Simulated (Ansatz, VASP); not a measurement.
# BAs in VASP and in Ansatz

```
As B
1.0
     3.40035    0.00000    0.00000
     0.00000    3.40035    0.00000
     0.00000    0.00000   25.81985
As B
5 5
Direct
  0.00000 0.50000 0.29047
  0.50000 0.00000 0.38360
  0.00000 0.50000 0.47672
  0.50000 0.00000 0.56984
  0.00000 0.50000 0.66296
  0.50000 0.50000 0.33704
  0.00000 0.00000 0.43016
  0.50000 0.50000 0.52328
  0.00000 0.00000 0.61640
  0.50000 0.50000 0.70953
```

Alike in both runs: task single point; functional PBE; k mesh 8 × 8 × 1; occupations gaussian, width 0.05 eV; no spin polarisation.

|  | VASP | Ansatz |
| --- | --- | --- |
| version | VASP 6.6.1 | Ansatz 0.2.0 |
| potentials or method | VASP PAW PBE potentials, release 64 (As, B), cutoff 520 eV | scalar-relativistic, plane waves, PAW |
| valence electrons in the cell | 40 | 90 |

```tsv
	VASP	Ansatz	Ansatz less VASP
gap on the k mesh at the Fermi level (eV)	none	none	-
rms of the force components (eV/Å)	0.348	0.351	+0.0027
```

A gap of «none» marks a metal or a gap that the smearing closes. VASP's potentials hold 40 valence electrons a cell and Ansatz's 90, so a difference there can come from the potentials and not from the codes. Ansatz's warnings: xc potential rough in thin density.
